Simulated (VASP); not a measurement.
# SiC (m.bgw) (F-43m) in VASP: single point with PBE

Aim: the single point of SiC (m.bgw) with PBE.

Program: VASP 6.6.1. These are calculated values, not measurements. Logs are shortened: lines on timing, memory, paths and dates and some standing lists are left out, and cuts for length are marked.

### 1 The cell of the first run

Symmetry: F-43m, No. 216, cubic system. Conventional cell: a = 4.380 Å, b = 4.380 Å, c = 4.380 Å, α = 90.00°, β = 90.00°, γ = 90.00°. Within 2.5 Å of Si (site symmetry -43m) lie 4 C at 1.90 Å. C (site symmetry -43m) has 4 Si at 1.90 Å within 2.5 Å.

### 2 Single point, PBE

File INCAR:

```
SYSTEM = SiC
PREC     = Accurate       ! precision mode
ENCUT    = 600            ! plane-wave cutoff, eV
EDIFF    = 1E-6           ! SCF threshold, eV
ISMEAR   = 0              ! smearing method
SIGMA    = 0.01           ! smearing width, eV
LREAL    = .FALSE.        ! projectors in reciprocal space
LASPH    = .TRUE.         ! aspherical terms in the spheres
NELM     = 120            ! most SCF steps
ALGO     = Normal         ! electronic algorithm
ISIF     = 2              ! what is computed and relaxed
LWAVE    = .FALSE.        ! write WAVECAR
LCHARG   = .TRUE.         ! write CHGCAR
GGA      = PE             ! functional
LELF     = .TRUE.         ! ELF
LVHAR    = .TRUE.       
NBANDS   = 11             ! bands
GGA_COMPAT= .FALSE.
```

File KPOINTS:

```
Automatic mesh
0
G
  6 6 6
  0 0 0
```

File POSCAR:

```
SiC
1.0
    0.0000000000      2.1898586776      2.1898586776
    2.1898586776      0.0000000000      2.1898586776
    2.1898586776      2.1898586776      0.0000000000
Si C
1 1
Direct
    0.0000000000      0.0000000000      0.0000000000
    0.2500000000      0.2500000000      0.2500000000
```

Potentials or basis: VASP PAW PBE potentials, release 64 (Si, C).

Started as:

```bash
> cat potpaw_PBE.64/Si/POTCAR potpaw_PBE.64/C/POTCAR > POTCAR
> mpirun -np 1 vasp_std > vasp.out
```

OUTCAR:

```text
SYSTEM = SiC
   PREC = Accurate
   ENCUT = 600
   EDIFF = 1E-6
   ISMEAR = 0
   LREAL = .FALSE.
   LASPH = .TRUE.
   NELM = 120
   ISIF = 2
   GGA = PE

 ion  position               nearest neighbor table
   1  0.000  0.000  0.000-   2 1.90   2 1.90   2 1.90   2 1.90
   2  0.250  0.250  0.250-   1 1.90   1 1.90   1 1.90   1 1.90

  LATTYP: Found a face centered cubic cell.
 ALAT       =     4.3797173552

  Lattice vectors:

 A1 = (   0.0000000000,   2.1898586776,   2.1898586776)
 A2 = (   2.1898586776,   0.0000000000,   2.1898586776)
 A3 = (   2.1898586776,   2.1898586776,   0.0000000000)

Analysis of symmetry for initial positions (statically):
=====================================================================
 Subroutine PRICEL returns:
 Original cell was already a primitive cell.

 Routine SETGRP: Setting up the symmetry group for a
 face centered cubic supercell.

 Subroutine GETGRP returns: Found 24 space group operations
 (whereof 24 operations were pure point group operations)
 out of a pool of 48 trial point group operations.

The static configuration has the point symmetry T_d .

Analysis of symmetry for dynamics (positions and initial velocities):
=====================================================================
 Subroutine PRICEL returns:
 Original cell was already a primitive cell.

 Routine SETGRP: Setting up the symmetry group for a
 face centered cubic supercell.

 Subroutine GETGRP returns: Found 24 space group operations
 (whereof 24 operations were pure point group operations)
 out of a pool of 48 trial point group operations.

The dynamic configuration has the point symmetry T_d .

 Subroutine INISYM returns: Found 24 space group operations
 (whereof 24 operations are pure point group operations),
 and found     1 'primitive' translations

----------------------------------------------------------------------------------------

                                     Primitive cell

  volume of cell :      21.0029

  direct lattice vectors                    reciprocal lattice vectors
     0.000000000  2.189858678  2.189858678    -0.228325236  0.228325236  0.228325236
     2.189858678  0.000000000  2.189858678     0.228325236 -0.228325236  0.228325236
     2.189858678  2.189858678  0.000000000     0.228325236  0.228325236 -0.228325236

  length of vectors
     3.096927842  3.096927842  3.096927842     0.395470910  0.395470910  0.395470910

[... 78 lines left out ...]
   ISYM   =      2    0-nonsym 1-usesym 2-fastsym
   POTIM  = 0.5000    time-step for ionic-motion
   TEBEG  =    0.0;   TEEND  =   0.0 temperature during run
   PSTRESS=    0.0 pullay stress
   NELECT =       8.0000    total number of electrons
   NUPDOWN=      -1.0000    fix difference up-down
   EMIN   =  10.00;   EMAX   =-10.00  energy-range for DOS
   EFERMI =   0.00;   METHOD = LEGACY
   ISMEAR =     0;   SIGMA  =   0.01  broadening in eV -4-tet -1-fermi 0-gaus
   EFERMI_NEDOS =   21; number of points for ismear=-14 and -15
   IALGO  =     38    algorithm
   IMIX   =      4    mixing-type and parameters
     AMIX     =   0.40;   BMIX     =  1.00
     AMIX_MAG =   1.60;   BMIX_MAG =  1.00
  volume/ion in A,a.u.               =      10.50        70.87
  Fermi-wavevector in a.u.,A,eV,Ry     =   1.186712  2.242561 19.160892  1.408286
  Thomas-Fermi vector in A             =   2.322879
   LORBIT       =      0    0 simple, 1 ext, 2 COOP (PROOUT), +10 PAW based schemes
   GGA     = PE    functional components
   LHFCALC =     F    Hartree Fock is set to
   AEXX    =    0.0000 exact exchange contribution
   IVDW    =     0    specifies the selected vdW correction
   LEPSILON=     F    determine dielectric tensor
   LRPA    =     F    only Hartree local field effects (RPA)
 non-spin polarized calculation
 Gauss-broadening in eV      SIGMA  =   0.01
  energy-cutoff  :      600.00
  volume of cell :       21.00
 maximum number of plane-waves:       725
 NGX is ok and might be reduce to    28
   NGX = 13   NGY = 13   NGZ = 13

 number of electron       8.0000000 magnetization

 Free energy of the ion-electron system (eV)
  ---------------------------------------------------
  ext. energy  EPLUGINS =         0.00000000
  ---------------------------------------------------
  free energy    TOTEN  =       -15.05159595 eV

  energy without entropy =      -15.05159595  energy(sigma->0) =      -15.05159595

 E-fermi :   8.0706     XC(G=0): -11.2891

 val. band max:        7.9472837193   @ k =   0.0000   0.0000   0.0000
 cond. band min:       9.3123012074   @ k =   0.5000   0.5000   0.0000
 fundamental gap:      1.3650174881
 Fermi energy:         8.0705637012

 k-point     1 :       0.0000    0.0000    0.0000
  band No.  band energies     occupation
      1      -7.3426      2.00000
      2       7.9473      2.00000
      3       7.9473      2.00000
      4       7.9473      2.00000
      5      14.0049      0.00000
      6      15.1460      0.00000
      7      15.1460      0.00000
      8      15.1460      0.00000
      9      22.3614      0.00000
     10      22.3614      0.00000
     11      24.1924      0.00000
[... 197 lines left out ...]
 k-point    16 :      -0.3333    0.5000    0.1667
  band No.  band energies     occupation
      1      -2.2293      2.00000
      2       0.6902      2.00000
      3       3.4928      2.00000
      4       3.6152      2.00000
      5      11.9207      0.00000
      6      14.9492      0.00000
      7      18.6465      0.00000
      8      20.0050      0.00000
      9      21.9491      0.00000
     10      25.5077      0.00000
     11      28.8231      0.00000

------------------------ aborting loop because EDIFF is reached ----------------------------------------

  FORCE on cell =-STRESS in cart. coord.  units (eV):
  Direction    XX          YY          ZZ          XY          YZ          ZX
  --------------------------------------------------------------------------------------
  -------------------------------------------------------------------------------------
  Total       -0.0187521     -0.0187521     -0.0187521      0.0000000      0.0000000     -0.0000000
  in kB       -1.4304809     -1.4304809     -1.4304809      0.0000000      0.0000000     -0.0000000
  external PRESSURE =      -1.4304809 kB  Pullay stress =       0.0000000 kB

 VOLUME and BASIS-vectors are now :
 -----------------------------------------------------------------------------
  energy-cutoff  :      600.00
  volume of cell :       21.00
      direct lattice vectors                 reciprocal lattice vectors
     0.000000000  2.189858678  2.189858678    -0.228325236  0.228325236  0.228325236
     2.189858678  0.000000000  2.189858678     0.228325236 -0.228325236  0.228325236
     2.189858678  2.189858678  0.000000000     0.228325236  0.228325236 -0.228325236

 POSITION                                       TOTAL-FORCE (eV/Angst)
 -----------------------------------------------------------------------------------
      0.00000      0.00000      0.00000         0.000000      0.000000      0.000000
      1.09493      1.09493      1.09493        -0.000000     -0.000000     -0.000000
 -----------------------------------------------------------------------------------
    total drift:                               -0.000000     -0.000000     -0.000000

  FREE ENERGIE OF THE ION-ELECTRON SYSTEM (eV)
  ---------------------------------------------------
  free  energy   TOTEN  =       -15.0515959487 eV

  energy  without entropy=      -15.0515959487  energy(sigma->0) =      -15.05159595
```

stdout:

```text
POSCAR found type information on POSCAR SiC
 POSCAR found :  2 types and       2 ions
 scaLAPACK will be used
 LDA part: xc-table for (Slater+PW92), standard interpolation
 POSCAR, INCAR and KPOINTS ok, starting setup
 FFT: planning ... GRIDC
 FFT: planning ... GRID_SOFT
 FFT: planning ... GRID
 WAVECAR not read
 entering main loop
```

It used 8.8 s of CPU time on 1 thread of AMD EPYC 7R13 Processor (Zen 3), on a shared host.

What came out:

```yaml
Free_energy: -15.0516 eV
Pressure: -0.1 GPa
Band_gap_on_the_k_mesh: 1.36 eV, indirect (least direct gap 4.52 eV)
```

Levels at points of the mesh, in eV from the valence-band top:
```tsv
k point	band 1	band 2	band 3	band 4	band 5	band 6	band 7	band 8	band 9
(0.00, 0.00, 0.00)	-15.29	0.00	0.00	0.00	6.06	7.20	7.20	7.20	14.41
(0.50, 0.00, 0.00)	-11.78	-8.46	-1.05	-1.05	5.30	7.16	7.16	9.97	16.02
(0.50, 0.50, 0.00)	-10.34	-7.75	-3.16	-3.16	1.37	4.27	13.86	13.86	14.59
```

A k mesh can miss the band edges. As with any semilocal functional, this PBE gap is likely too small.
